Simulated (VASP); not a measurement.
Set up this calculation in VASP 6.6.1, as the native input.

```
Task                   : single point
Functional             : r2SCAN
Potentials or basis    : VASP PAW PBE potentials, release 64 (Al, N)
Cutoff                 : 520 eV
k mesh                 : 8 × 6 × 4
Occupations            : gaussian, width 0.05 eV
Spin                   : no spin polarisation
Dipole correction      : no
Further INCAR settings : ALGO = Normal; EDIFF = 1e-06; NBANDS = 26
```

Crystal: AlN.

```
Al N
1.0
    -3.10667    0.00000    0.00000
     0.00000    0.00000   -4.97840
     0.00000   -5.38090    0.00000
Al N
4 4
Direct
  0.50000 0.99831 0.16667
  0.00000 0.99831 0.66667
  0.00000 0.49831 0.33333
  0.50000 0.49831 0.83333
  0.50000 0.61669 0.16667
  0.00000 0.61669 0.66667
  0.00000 0.11669 0.33333
  0.50000 0.11669 0.83333
```

The input as run:

POSCAR

```
AlN
1.0
   -3.1066653462      0.0000000000      0.0000000000
    0.0000000000      0.0000000000     -4.9784048411
    0.0000000000     -5.3809022217      0.0000000000
Al N
4 4
Direct
    0.5000000000      0.9983070980      0.1666666667
    0.0000000000      0.9983070980      0.6666666667
    0.0000000000      0.4983070980      0.3333333333
    0.5000000000      0.4983070980      0.8333333333
    0.5000000000      0.6166929020      0.1666666667
    0.0000000000      0.6166929020      0.6666666667
    0.0000000000      0.1166929020      0.3333333333
    0.5000000000      0.1166929020      0.8333333333
```

INCAR.step1

```
ALGO = Normal
EDIFF = 1E-4
ENCUT = 520
GGA = PE
ISMEAR = 0
LASPH = T
LCHARG = F
LREAL = F
LWAVE = T
NBANDS = 26
NELM = 60
PREC = Accurate
SIGMA = 0.05
```

INCAR.step2

```
ALGO = Normal
EDIFF = 1E-6
ENCUT = 520
ISIF = 2
ISMEAR = 0
ISTART = 1
LASPH = T
LCHARG = T
LELF = T
LMIXTAU = T
LREAL = F
LVHAR = T
LWAVE = F
METAGGA = R2SCAN
NBANDS = 26
NELM = 60
PREC = Accurate
SIGMA = 0.05
```

KPOINTS

```
k-points
0
Gamma
  8 6 4
```

Potentials or basis: VASP PAW PBE potentials, release 64 (Al, N).

The run is started by

```console
$ cat potpaw_PBE.64/Al/POTCAR potpaw_PBE.64/N/POTCAR > POTCAR
$ cp INCAR.step1 INCAR
$ mpirun -np 1 vasp_std > vasp.out
$ cp INCAR.step2 INCAR
$ mpirun -np 1 vasp_std > vasp.out
```

Results of the run:

```
Pressure               : -0.4 GPa
Band gap on the k mesh : 4.92 eV
```

Caveat: the PAW data sets were made with another functional, which shifts forces and pressure a little.

Run time: 2.5 min on 1 thread of Intel(R) Xeon(R) 6975P-C (Granite Rapids), with other jobs on the host, peak memory 0.25 GiB.
